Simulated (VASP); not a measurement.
Crystal: S.

```xyz
1
Lattice="2.7300 0.0000 0.0000 0.0000 2.7300 0.0000 0.0000 0.0000 2.7300" Properties=species:S:1:pos:R:3 pbc="T T T"
S     0.0000    0.0000    0.0000
```

```yaml
Program: VASP 6.6.1
Task: relaxation of cell and atoms
Functional: PBE
Potentials_or_basis: VASP PAW PBE potentials, release 64 (S)
Cutoff: 500 eV
k_mesh: 15 × 15 × 15
Occupations: fermi-dirac, width 0.05 eV
Spin: no spin polarisation
```

At the start: pressure -10.0 GPa; volume 20.35 Å³/atom.

Task: Where does the relaxation end?

Result: Over 3 steps the energy falls by 116.4 meV/atom and the volume is 17.13 Å³/atom (-15.8 %); space group Pm-3m (No. 221, to 0.05 Å).

The path:
| step | energy change (eV) | largest force (eV/Å) | pressure (GPa) | volume (Å³) |
| --- | --- | --- | --- | --- |
| 1 | 0.0000 | 0.0000 | -10.00 | 20.35 |
| 2 | -0.1150 | 0.0000 | 1.56 | 16.83 |
| 3 | -0.1164 | 0.0000 | 0.05 | 17.13 |

Final structure:
```yaml
crystal:
  lattice:
    - [2.57765, 0.00000, 0.00000]
    - [0.00000, 2.57765, 0.00000]
    - [0.00000, 0.00000, 2.57765]
  atoms:
    - { symbol: S, position: [0.00000, 0.00000, 0.00000] }
```

Caveat: the volume moved by over 15 % at a fixed basis, so the end points are rough.
